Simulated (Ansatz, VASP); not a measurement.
# V3MoS8 in VASP and in Ansatz

```xyz
12
Lattice="3.1846 0.0000 0.0000 -1.5923 2.7580 0.0000 0.0000 0.0000 27.1590" Properties=species:S:1:pos:R:3 pbc="T T T"
V     0.0000    0.0000   -0.0027
V     0.0000    0.0000    6.7465
V     0.0000    0.0000   20.4156
Mo    0.0000    0.0000   13.5791
S     0.0000    1.8387    1.4859
S     0.0000    1.8387   15.1410
S     1.5923    0.9193    5.2581
S     1.5923    0.9193   18.9270
S     1.5923    0.9193    8.2353
S     1.5923    0.9193   21.9037
S     0.0000    1.8387   25.6678
S     0.0000    1.8387   12.0172
```

Alike in both runs: functional PBE; k mesh 6 × 6 × 1; occupations gaussian, width 0.1 eV; collinear spin.

Ansatz relaxed the structure, and its values are those at the end. VASP's run is a single point on that final structure, the one shown.

```csv
,VASP,Ansatz
version,VASP 6.6.1,Ansatz 0.2.0
potentials or method,"VASP PAW PBE potentials, release 64 (V_sv, Mo_sv, S), cutoff 520 eV","scalar-relativistic, plane waves, PAW"
valence electrons in the cell,101,101
```

|  | VASP | Ansatz | Ansatz less VASP |
| --- | --- | --- | --- |
| gap on the k mesh at the Fermi level (eV) | none | none | - |
| pressure (GPa) | -0.1 | -0.1 | +0.06 |
| rms of the force components (eV/Å) | 0.010 | 0.010 | -0.0004 |
| net moment per atom (μB) | 0.08 | 0.08 | 0.000 |
| size of the moment on the site where the two differ most (μB) | 0.88 | 0.78 | -0.101 |

Site moments also hang on the region over which each program counts them. A gap of «none» marks a metal or a gap that the smearing closes.

The k mesh is coarse, so the values compare programs but aren't converged.
